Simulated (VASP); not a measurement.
Crystal: Cd.

```xyz
2
Lattice="2.9789 0.0000 0.0000 -1.4894 2.5798 0.0000 0.0000 0.0000 5.6177" Properties=species:S:1:pos:R:3 pbc="T T T"
Cd    1.4630    0.8500    4.2765
Cd   -0.0846    1.7571    1.4493
```

This cell differs from its parent crystal: atoms moved at random.

Base run:

| Quantity | Value |
| --- | --- |
| Program | VASP 6.6.1 |
| Functional | PBE |
| Potentials or basis | VASP PAW PBE potentials, release 64 (Cd) |
| Cutoff | 520 eV |
| k mesh | 10 × 10 × 5 |
| Occupations | fermi-dirac, width 0.05 eV |
| Spin | no spin polarisation |

Its results: band gap on the k mesh zero (band 12 reaches 4.04 eV, above the bottom of band 13 at -0.05 eV); pressure 3.3 GPa; largest force 0.042 eV/Å.

Task: The run is repeated on the same cell with these changes: functional from PBE to PBEsol; further incar settings from ALGO = Fast; EDIFF = 1e-06; NBANDS = 19 to ALGO = Fast; EDIFF = 1e-07; NBANDS = 19. What comes out?

Result: Band gap on the k mesh zero (band 12 reaches 3.83 eV, above the bottom of band 13 at -0.25 eV); pressure -1.2 GPa; largest force 0.034 eV/Å.

Caveats: the PAW data sets were made with another functional, which shifts forces and pressure a little (some runs).
